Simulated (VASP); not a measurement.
# WSe2 in VASP: further runs

WSe2 is run at these levels: PBE+D3(BJ); tasks: relaxation of cell and atoms, relaxation of the atoms.

All numbers are computed with VASP 6.6.1; they aren't measurements. Logs are shortened: lines on timing, memory, paths and dates and some standing lists are left out, and cuts for length are marked.

### Step 1. The cell of the first run

The typed cell holds 6 atoms: a = 3.279 Å, b = 3.279 Å, c = 12.793 Å, α = 90.00°, β = 90.00°, γ = 120.00°.

### Step 2. Relaxation of cell and atoms, PBE+D3(BJ)

The input, INCAR:

```
PREC = Accurate ; ENCUT = 600
EDIFF = 1E-6 ; ISMEAR = 0
SIGMA = 0.02 ; LREAL = F
LASPH = T ; NELM = 60
ALGO = Normal ; ISIF = 3
LWAVE = F ; LCHARG = F
GGA = PE ; IVDW = 12
IBRION = 2 ; NSW = 100
EDIFFG = -0.005
```

The input, KPOINTS:

```
Automatic mesh
0
Gamma
  12 12 2
```

The input, POSCAR:

```
WSe2
1.0
    3.2790405345      0.0000000000      0.0000000000
   -1.6395202673      2.8397324030      0.0000000000
    0.0000000000      0.0000000000     12.7928277828
W Se
2 4
Direct
    0.6666666667      0.3333333333      0.2500161501
    0.3333333333      0.6666666667      0.7499838499
    0.3333333333      0.6666666667      0.3816760043
    0.6666666667      0.3333333333      0.8816432762
    0.3333333333      0.6666666667      0.1183567238
    0.6666666667      0.3333333333      0.6183239957
```

Potentials or basis: VASP PAW PBE potentials, release 64 (W_sv, Se).

Started as:

```
cat potpaw_PBE.64/W_sv/POTCAR potpaw_PBE.64/Se/POTCAR > POTCAR
mpirun -np 1 vasp_std > vasp.out
```

OUTCAR:

```text
PREC = Accurate
   ENCUT = 600
   EDIFF = 1E-6
   ISMEAR = 0
   LREAL = F
   LASPH = T
   NELM = 60
   ISIF = 3
   GGA = PE
   IVDW = 12
   IBRION = 2
   NSW = 100
   EDIFFG = -0.005
 IVDW          = 12

 ion  position               nearest neighbor table
   1  0.667  0.333  0.250-   5 2.53   5 2.53   5 2.53   3 2.53   3 2.53   3 2.53
   2  0.333  0.667  0.750-   4 2.53   4 2.53   4 2.53   6 2.53   6 2.53   6 2.53
   3  0.333  0.667  0.382-   1 2.53   1 2.53   1 2.53
   4  0.667  0.333  0.882-   2 2.53   2 2.53   2 2.53
   5  0.333  0.667  0.118-   1 2.53   1 2.53   1 2.53
   6  0.667  0.333  0.618-   2 2.53   2 2.53   2 2.53

  LATTYP: Found a hexagonal cell.
 ALAT       =     3.2790405345
 C/A-ratio  =     3.9013936083

  Lattice vectors:

 A1 = (   3.2790405345,   0.0000000000,   0.0000000000)
 A2 = (  -1.6395202673,   2.8397324030,   0.0000000000)
 A3 = (   0.0000000000,   0.0000000000,  12.7928277828)

Analysis of symmetry for initial positions (statically):
=====================================================================
 Subroutine PRICEL returns:
 Original cell was already a primitive cell.

 Routine SETGRP: Setting up the symmetry group for a
 hexagonal supercell.

 Subroutine GETGRP returns: Found 12 space group operations
 (whereof 12 operations were pure point group operations)
 out of a pool of 24 trial point group operations.

The static configuration has the point symmetry D_3d.

Analysis of symmetry for dynamics (positions and initial velocities):
=====================================================================
 Subroutine PRICEL returns:
 Original cell was already a primitive cell.

 Routine SETGRP: Setting up the symmetry group for a
 hexagonal supercell.

 Subroutine GETGRP returns: Found 12 space group operations
 (whereof 12 operations were pure point group operations)
 out of a pool of 24 trial point group operations.

The dynamic configuration has the point symmetry D_3d.

 Subroutine INISYM returns: Found 12 space group operations
 (whereof 12 operations are pure point group operations),
 and found     1 'primitive' translations

----------------------------------------------------------------------------------------

                                     Primitive cell

  volume of cell :     119.1217

  direct lattice vectors                    reciprocal lattice vectors
     3.279040534  0.000000000  0.000000000     0.304967258  0.176072928  0.000000000
    -1.639520267  2.839732403  0.000000000     0.000000000  0.352145857  0.000000000
     0.000000000  0.000000000 12.792827783     0.000000000  0.000000000  0.078168800

  length of vectors
     3.279040534  3.279040535 12.792827783     0.352145857  0.352145857  0.078168800

  position of ions in fractional coordinates (direct lattice)
     0.666666667  0.333333333  0.250016150
     0.333333333  0.666666667  0.749983850
     0.333333333  0.666666667  0.381676004
     0.666666667  0.333333333  0.881643276
     0.333333333  0.666666667  0.118356724
     0.666666667  0.333333333  0.618323996

  ion indices of the primitive-cell ions
   primitive index   ion index
                 1           1
                 2           2
                 3           3
                 4           4
                 5           5
                 6           6

----------------------------------------------------------------------------------------

 KPOINTS: Automatic mesh

Automatic generation of k-mesh.
 Grid dimensions read from file:
 generate k-points for:   12   12    2

 Generating k-lattice:

  Cartesian coordinates                     Fractional coordinates (reciprocal lattice)
     0.025413938  0.014672744  0.000000000     0.083333333 -0.000000000  0.000000000
     0.000000000  0.029345488  0.000000000     0.000000000  0.083333333  0.000000000
     0.000000000  0.000000000  0.039084400     0.000000000  0.000000000  0.500000000

  Length of vectors
     0.029345488  0.029345488  0.039084400

  Shift w.r.t. Gamma in fractional coordinates (k-lattice)
     0.000000000  0.000000000  0.000000000

 Subroutine IBZKPT returns following result:
 ===========================================

 Found     38 irreducible k-points:

 Following reciprocal coordinates:
            Coordinates               Weight
  0.000000  0.000000  0.000000      1.000000
  0.083333 -0.000000  0.000000      6.000000
  0.166667  0.000000  0.000000      6.000000
  0.250000 -0.000000  0.000000      6.000000
  0.333333  0.000000  0.000000      6.000000
  0.416667  0.000000  0.000000      6.000000
[... 16 lines left out ...]
  0.250000 -0.000000  0.500000      6.000000
  0.333333  0.000000  0.500000      6.000000
 [... further k-points ...]
   k-points           NKPTS =     38   k-points in BZ     NKDIM =     38   number of bands    NBANDS=     31
   number of dos      NEDOS =    301   number of ions     NIONS =      6
   total plane-waves  NPLWV =  84672
   dimension x,y,z NGX =    28 NGY =   28 NGZ =  108
   dimension x,y,z NGXF=    56 NGYF=   56 NGZF=  216
   ions per type =               2   4
   NGX,Y,Z   is equivalent  to a cutoff of  14.20, 14.20, 14.03 a.u.
   NGXF,Y,Z  is equivalent  to a cutoff of  28.39, 28.39, 28.07 a.u.
 SYSTEM =  unknown system
   PREC   = accura    normal or accurate (medium, high low for compatibility)
   ISTART =      0    job   : 0-new  1-cont  2-samecut
   ICHARG =      2    charge: 1-file 2-atom 10-const
   ISPIN  =      1    spin polarized calculation?
   LNONCOLLINEAR =      F non collinear calculations
   LSORBIT =      F    spin-orbit coupling
   LASPH  =      T    aspherical Exc in radial PAW
   ENCUT  =  600.0 eV  44.10 Ry    6.64 a.u.   6.55  6.55 25.55*2*pi/ulx,y,z
   NELM   =     60;   NELMIN=  2; NELMDL= -5     # of ELM steps
   EDIFF  = 0.1E-05   stopping-criterion for ELM
   LREAL  =      F    real-space projection
   EDIFFG = -.5E-02   stopping-criterion for IOM
   NSW    =    100    number of steps for IOM
   IBRION =      2    ionic relax: 0-MD 1-quasi-New 2-CG
   NFREE  =      1    steps in history (QN), initial steepest desc. (CG)
   ISIF   =      3    stress and relaxation
   ISYM   =      2    0-nonsym 1-usesym 2-fastsym
   POTIM  = 0.5000    time-step for ionic-motion
   TEBEG  =    0.0;   TEEND  =   0.0 temperature during run
   PSTRESS=    0.0 pullay stress
   NELECT =      52.0000    total number of electrons
   NUPDOWN=      -1.0000    fix difference up-down
   EMIN   =  10.00;   EMAX   =-10.00  energy-range for DOS
   EFERMI =   0.00;   METHOD = LEGACY
   ISMEAR =     0;   SIGMA  =   0.02  broadening in eV -4-tet -1-fermi 0-gaus
   EFERMI_NEDOS =   21; number of points for ismear=-14 and -15
   IALGO  =     38    algorithm
   IMIX   =      4    mixing-type and parameters
     AMIX     =   0.40;   BMIX     =  1.00
     AMIX_MAG =   1.60;   BMIX_MAG =  1.00
  volume/ion in A,a.u.               =      19.85       133.98
  Fermi-wavevector in a.u.,A,eV,Ry     =   1.241878  2.346810 20.983743  1.542262
  Thomas-Fermi vector in A             =   2.376257
   LORBIT       =      0    0 simple, 1 ext, 2 COOP (PROOUT), +10 PAW based schemes
   GGA     = PE    functional components
   LHFCALC =     F    Hartree Fock is set to
   AEXX    =    0.0000 exact exchange contribution
   IVDW    =    12    specifies the selected vdW correction
   LEPSILON=     F    determine dielectric tensor
   LRPA    =     F    only Hartree local field effects (RPA)
 conjugate gradient relaxation of ions
 non-spin polarized calculation
 Gauss-broadening in eV      SIGMA  =   0.02
  energy-cutoff  :      600.00
  volume of cell :      119.12
 maximum number of plane-waves:      4047
 NGX is ok and might be reduce to    28
   NGX = 13   NGY = 13   NGZ = 51

--------------------------------------- Ionic step        1  -------------------------------------------

 number of electron      52.0000002 magnetization

 Free energy of the ion-electron system (eV)
  ---------------------------------------------------
  ext. energy  EPLUGINS =         0.00000000
  ---------------------------------------------------
  free energy    TOTEN  =       -43.07960583 eV

  energy without entropy =      -43.07960583  energy(sigma->0) =      -43.07960583

------------------------ aborting loop because EDIFF is reached ----------------------------------------

 Edisp (eV)   -2.85181

 E8    (eV) :    -1.2720

  FORCE on cell =-STRESS in cart. coord.  units (eV):
  Direction    XX          YY          ZZ          XY          YZ          ZX
  --------------------------------------------------------------------------------------
  -------------------------------------------------------------------------------------
  Total       0.21946     0.21946     0.30154    -0.00000     0.00000     0.00000
  in kB       2.95166     2.95166     4.05570    -0.00000     0.00000     0.00000
  external pressure =        3.32 kB  Pullay stress =        0.00 kB
[... 69 lines left out ...]
  energy  without entropy=      -45.9302192355  energy(sigma->0) =      -45.93021924

--------------------------------------- Ionic step        3  -------------------------------------------

 number of electron      52.0000002 magnetization

 Free energy of the ion-electron system (eV)
  ---------------------------------------------------
  ext. energy  EPLUGINS =         0.00000000
  ---------------------------------------------------
  free energy    TOTEN  =       -43.08529014 eV

  energy without entropy =      -43.08529014  energy(sigma->0) =      -43.08529014

 E-fermi :   6.7493     XC(G=0): -10.8868

 val. band max:        6.4934483620   @ k =   0.0000   0.0000   0.0000
 cond. band min:       7.3867804526   @ k =   0.1667   0.1667   0.0000
 fundamental gap:      0.8933320906
 Fermi energy:         6.7493445452

 k-point     1 :       0.0000    0.0000    0.0000
  band No.  band energies     occupation
      1     -67.8481      2.00000
      2     -67.8481      2.00000
      3     -32.0964      2.00000
      4     -32.0964      2.00000
      5     -31.9605      2.00000
      6     -31.9605      2.00000
[... 805 lines left out ...]
     30       8.4842      0.00000
     31       9.6924      0.00000

 [... further k-points ...]

------------------------ aborting loop because EDIFF is reached ----------------------------------------

 Edisp (eV)   -2.84642

 E8    (eV) :    -1.2696

  FORCE on cell =-STRESS in cart. coord.  units (eV):
  Direction    XX          YY          ZZ          XY          YZ          ZX
  --------------------------------------------------------------------------------------
  -------------------------------------------------------------------------------------
  Total       0.01554     0.01554    -0.01064    -0.00000    -0.00000     0.00000
  in kB       0.20864     0.20864    -0.14284    -0.00000    -0.00000     0.00000
  external pressure =        0.09 kB  Pullay stress =        0.00 kB
[... 21 lines left out ...]
  FREE ENERGIE OF THE ION-ELECTRON SYSTEM (eV)
  ---------------------------------------------------
  free  energy   TOTEN  =       -45.9317122057 eV

  energy  without entropy=      -45.9317122057  energy(sigma->0) =      -45.93171221

 reached required accuracy - stopping structural energy minimisation
```

It took 10 min on 1 thread of Intel Xeon 8259CL, shared host; peak memory 0.4 GiB.

Results:

| Property | Result |
| --- | --- |
| Free energy | -45.9317 eV |
| Relaxed volume | 19.89 Å³/atom |
| Relaxed cell | a = 3.281 Å, b = 3.281 Å, c = 12.802 Å, α = 90.00°, β = 90.00°, γ = 120.00° |
| Space group after relaxing (to 0.1 Å) | P6_3/mmc (No. 194) |
| Energy gained by relaxing | 0.1 meV/atom |
| Ionic steps | 3 |
| Pressure after relaxing | 0.0 GPa |
| Band gap on the k mesh | 0.89 eV (least direct gap 1.56 eV) |
| Dispersion energy per atom | -0.474 eV |

Forces on the atoms (eV/Å):
```
W    0.000  0.000  0.000
W    0.000  0.000  0.000
Se   0.000  0.000  0.003
Se   0.000  0.000  0.003
Se   0.000  0.000 -0.003
Se   0.000  0.000 -0.003
```

The path:
```csv
step,energy change (eV),largest force (eV/Å),pressure (GPa),volume (Å³)
1,0.0000,0.0489,0.33,119.12
2,0.0012,0.0975,-0.73,119.83
3,-0.0003,0.0029,0.01,119.34
```

Final structure:
```
W Se
1.0
     3.28082    0.00000    0.00000
    -1.64041    2.84127    0.00000
     0.00000    0.00000   12.80237
W Se
2 4
Direct
  0.66667 0.33333 0.25002
  0.33333 0.66667 0.74998
  0.33333 0.66667 0.38173
  0.66667 0.33333 0.88170
  0.33333 0.66667 0.11830
  0.66667 0.33333 0.61827
```

Levels at points of the mesh, in eV from the valence-band top:
```csv
k point,band 22,band 23,band 24,band 25,band 26,band 27,band 28,band 29,band 30,band 31
"(0.00, 0.00, 0.00)",-1.45,-1.45,-1.19,-0.96,0.00,2.63,2.63,2.68,2.68,2.69
"(0.50, 0.00, 0.00)",-2.44,-1.48,-1.37,-1.30,-1.05,2.15,2.20,2.27,2.69,2.91
"(0.00, 0.00, 0.50)",-1.48,-1.48,-1.48,-0.20,-0.20,2.63,2.63,2.63,2.63,2.84
"(0.50, 0.00, 0.50)",-2.62,-1.37,-1.36,-1.21,-1.21,2.17,2.17,2.52,2.52,3.34
```

Caveat: spin-orbit coupling is left out, which moves the levels of the heavy elements. A k mesh can miss the band edges.

### Step 3. Relaxation of the atoms, PBE+D3(BJ) (equal strain along all axes, cell held: -3.0 %)

The input, INCAR:

```
PREC     = Accurate       # precision mode
ENCUT    = 520            # plane-wave cutoff, eV
EDIFF    = 1E-6           # SCF threshold, eV
ISMEAR   = 0              # smearing method
SIGMA    = 0.02           # smearing width, eV
LREAL    = False          # projectors in reciprocal space
LASPH    = True           # aspherical terms in the spheres
NELM     = 60             # most SCF steps
ALGO     = Normal         # electronic algorithm
ISIF     = 2              # what is computed and relaxed
LWAVE    = False          # write WAVECAR
LCHARG   = False          # write CHGCAR
GGA      = PE             # functional
IVDW     = 12             # dispersion correction
IBRION   = 2              # ionic algorithm
NSW      = 60             # ionic steps
EDIFFG   = -0.008         # ionic threshold
```

The input, KPOINTS:

```
regular mesh
0
Gamma
  12 12 2
```

The input, POSCAR:

```
WSe2
1.0
    3.1806693618      0.0000000000      0.0000000000
   -1.5903346809      2.7545404684      0.0000000000
    0.0000000000      0.0000000000     12.4090386395
W Se
2 4
Direct
    0.6666666667      0.3333333333      0.2500000000
    0.3333333333      0.6666666667      0.7500000000
    0.3333333333      0.6666666667      0.3847818235
    0.6666666667      0.3333333333      0.8847818235
    0.3333333333      0.6666666667      0.1152181765
    0.6666666667      0.3333333333      0.6152181765
```

Potentials or basis: VASP PAW PBE potentials, release 64 (W_sv, Se).

Started as:

```
cat potpaw_PBE.64/W_sv/POTCAR potpaw_PBE.64/Se/POTCAR > POTCAR
mpirun -np 1 vasp_std > vasp.out
```

Run time: 4.4 min. Hardware: 1 thread of AMD EPYC 9755, shared host; peak memory 0.27 GiB.

The run converged. Its results:

```yaml
Free_energy: -45.6960 eV
Energy_gained_by_relaxing: 11.7 meV/atom
Ionic_steps: 3
Pressure_after_relaxing: 7.8 GPa
Band_gap_on_the_k_mesh: 0.70 eV (least direct gap 1.43 eV)
Dispersion_energy_per_atom: -0.523 eV
```

Stress tensor (GPa, compression positive):
```
9.38 0.00 0.00
0.00 9.38 0.00
0.00 0.00 4.57
```

Step by step:
```
step  energy change (eV)  largest force (eV/Å)  pressure (GPa)
   1              0.0000                0.8685           12.05
   2             -0.0705                0.0124            7.72
   3             -0.0705                0.0003            7.77
```

Final structure:
```
W Se
1.0
     3.18067    0.00000    0.00000
    -1.59033    2.75454    0.00000
     0.00000    0.00000   12.40904
W Se
2 4
Direct
  0.66667 0.33333 0.25000
  0.33333 0.66667 0.75000
  0.33333 0.66667 0.38811
  0.66667 0.33333 0.88811
  0.33333 0.66667 0.11189
  0.66667 0.33333 0.61189
```

Levels at points of the mesh, in eV from the valence-band top:
| k point | band 22 | band 23 | band 24 | band 25 | band 26 | band 27 | band 28 | band 29 | band 30 | band 31 |
| --- | --- | --- | --- | --- | --- | --- | --- | --- | --- | --- |
| (0.00, 0.00, 0.00) | -1.27 | -1.15 | -1.15 | -0.77 | 0.00 | 2.83 | 2.83 | 2.90 | 2.90 | 3.01 |
| (0.50, 0.00, 0.00) | -2.63 | -1.62 | -1.41 | -1.23 | -0.70 | 2.27 | 2.60 | 2.66 | 2.95 | 3.05 |
| (0.00, 0.00, 0.50) | -1.21 | -1.21 | -1.21 | -0.20 | -0.20 | 2.86 | 2.86 | 2.86 | 2.86 | 3.13 |
| (0.50, 0.00, 0.50) | -2.90 | -1.48 | -1.48 | -0.97 | -0.97 | 2.62 | 2.62 | 2.70 | 2.70 | 3.50 |

Caveat: the cell differs from its parent crystal (equal strain along all axes, cell held: -3.0 %); spin-orbit coupling is left out, which moves the levels of the heavy elements. A k mesh can miss the band edges.
